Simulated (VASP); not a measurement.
Y, 2 atoms in the cell. The cell holds a sublattice, 2 atoms: a = 4.131 Å, b = 5.433 Å, c = 6.620 Å, α = 90.00°, β = 90.00°, γ = 112.34°. 

* Program: VASP 6.6.1
* Task: single point
* Functional: LDA
* Potentials or basis: VASP PAW LDA potentials, release 64 (Y_sv)
* Cutoff: 400 eV
* k mesh: 10 × 10 × 6
* Occupations: gaussian, width 0.1 eV
* Spin: no spin polarisation
* Dipole correction: no
* Further INCAR settings: ALGO = Normal; EDIFF = 1e-06; NBANDS = 18

Potentials or basis: VASP PAW LDA potentials, release 64 (Y_sv).

Command:

```sh
$ cat potpaw_LDA.64/Y_sv/POTCAR > POTCAR
$ mpirun -np 1 vasp_std > vasp.out
```

Hardware: 1 thread of Intel Xeon 8259CL, on a shared host.

**Question.** Estimate the wall time of this run.

**Answer.** Wall time 3.5 min on 1 thread of Intel Xeon 8259CL, with other jobs on the host, peak memory 0.32 GiB. Counts: scf iterations 13, k points 124.
